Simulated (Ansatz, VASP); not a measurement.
Two plane-wave programs on Re

```
Re
1.0
     2.65395    0.00000    0.00000
    -1.32698    2.29839    0.00000
     0.00000    0.00000    4.24363
Re
2
Direct
  0.33333 0.66667 0.25000
  0.66667 0.33333 0.75000
```

Change from the starting cell: volume scaled by 1.06, PAW files.

Alike in both runs: task electric field gradients; functional LDA; k mesh 14 × 14 × 8; occupations fermi-dirac, width 0.05 eV; no spin polarisation.

|  | VASP | Ansatz |
| --- | --- | --- |
| version | VASP 6.6.1 | Ansatz 0.2.0 |
| potentials or method | VASP PAW LDA potentials, release 64 (Re) | PAW with Ansatz's default frozen-core files, scalar-relativistic |
| plane-wave cutoff (eV) | 520 | 420 |
| valence electrons in the cell | 14 | 30 |

Ansatz gave:

- pressure (GPa): 51.5
- traceless stress, the component that is largest in VASP (GPa): 4.05
- size of Vzz on the site where it differs most (V/Å²): 83.8

Q: What did VASP give for the same quantities?

A: Pressure (GPa): 55.1; traceless stress, the component that is largest in VASP (GPa): 3.92; size of Vzz on the site where it differs most (V/Å²): 101.1.

LDA's correlation is that of Perdew and Zunger in VASP and of Perdew and Wang (1992) in Ansatz. Both programs put the cell under a high pressure, so it lies far from rest at this level. VASP's potentials hold 14 valence electrons a cell and Ansatz's 30, so a difference there can come from the potentials and not from the codes.

Neither program's run includes spin-orbit coupling.
